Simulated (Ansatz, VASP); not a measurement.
## MgO: VASP beside Ansatz

File INCAR:

```
PREC     = Accurate       # precision mode
ENCUT    = 600            # plane-wave cutoff, eV
EDIFF    = 1E-7           # SCF threshold, eV
ISMEAR   = 0              # smearing method
SIGMA    = 0.02           # smearing width, eV
LREAL    = F              # projectors in reciprocal space
LASPH    = T              # aspherical terms in the spheres
NELM     = 120            # most SCF steps
ALGO     = Normal         # electronic algorithm
ISIF     = 3              # what is computed and relaxed
LWAVE    = F              # write WAVECAR
LCHARG   = F              # write CHGCAR
GGA      = PE             # functional
IBRION   = 2              # ionic algorithm
NSW      = 100            # ionic steps
EDIFFG   = -0.002         # ionic threshold
GGA_COMPAT= F            
NELMIN   = 4
```

The input KPOINTS:

```
regular mesh
0
Gamma
  8 8 8
```

Contents of POSCAR:

```
MgO
1.0
    0.0000000000      2.1060000000      2.1060000000
    2.1060000000      0.0000000000      2.1060000000
    2.1060000000      2.1060000000      0.0000000000
Mg O
1 1
Direct
    0.0000000000      0.0000000000      0.0000000000
    0.5000000000      0.5000000000      0.5000000000
```

Input for Ansatz:

```yaml
crystal:
  lattice:
    - [0.0, 2.106, 2.106]
    - [2.106, 0.0, 2.106]
    - [2.106, 2.106, 0.0]
  atoms:
    - { symbol: Mg, position: [0.0, 0.0, 0.0] }
    - { symbol: O, position: [0.5, 0.5, 0.5] }
basis:
  ecutwfc: 420
kpoints:
  mp_grid: { grid: [8, 8, 8] }
hamiltonian:
  xc: pbe
  pseudopotentials: { kind: paw, azcp: { folder: soft_1 } }
scf:
  occupations: { method: gaussian, width: 0.02 }
output:
  forces: true
  stress: true
  eigenvalues: true
  write_density: true
  write_potential: true
  elf: true
  volumetric_format: npy
relax:
  adjacent_minimum: "off"
  f_tol: 0.002
  max_steps: 80
  cell: { stress_tol: 0.02 }
```

Alike in both runs: task relaxation of cell and atoms; functional PBE; k mesh 8 × 8 × 8; occupations gaussian, width 0.02 eV; no spin polarisation.

```csv
,VASP,Ansatz
version,VASP 6.6.1,Ansatz 0.2.0
potentials or method,"VASP PAW PBE potentials, release 64 (Mg, O), cutoff 600 eV","scalar-relativistic, plane waves, PAW"
valence electrons in the cell,8,16
```

```tsv
	VASP	Ansatz	Ansatz less VASP
gap on the k mesh at the Fermi level, each at its own relaxed structure (eV)	4.50	4.46	-0.044
relaxed volume (Å³/atom)	9.56	9.63	+0.065
relaxed cell length with the largest relative difference (Å)	3.002	3.008	+0.0067
```

VASP's potentials hold 8 valence electrons a cell and Ansatz's 16, so a difference there can come from the potentials and not from the codes.
